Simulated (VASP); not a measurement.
A run of VASP 6.6.1:

The input INCAR:

```
SYSTEM = TiC
ALGO = Normal
EDIFF = 1E-6
ENCUT = 600
GGA = PE
GGA_COMPAT = .FALSE.
ISIF = 2
ISMEAR = -1
LASPH = .TRUE.
LCHARG = .TRUE.
LELF = .TRUE.
LREAL = .FALSE.
LVHAR = .TRUE.
LWAVE = .FALSE.
NBANDS = 15
NELM = 120
PREC = Accurate
SIGMA = 0.15
```

The input KPOINTS:

```
k-points
0
G
  4 4 4
  0 0 0
```

Contents of POSCAR:

```
TiC
1.0
    0.0000000000      2.1593000000      2.1593000000
    2.1593000000      0.0000000000      2.1593000000
    2.1593000000      2.1593000000      0.0000000000
Ti C
1 1
Direct
    0.0000000000      0.0000000000      0.0000000000
    0.5000000000      0.5000000000      0.5000000000
```

Potentials or basis: VASP PAW PBE potentials, release 64 (Ti_sv, C).

The run is started by

```sh
$ cat potpaw_PBE.64/Ti_sv/POTCAR potpaw_PBE.64/C/POTCAR > POTCAR
$ mpirun -np 1 vasp_std > vasp.out
```

Hardware: 1 thread of AMD EPYC 7R13, with other jobs on the host.

Q: Estimate the wall time of this run.

A: Wall time 8.3 s on 1 thread of AMD EPYC 7R13 (shared host), peak memory 0.11 GiB. Counts: scf iterations 14, k points 8.
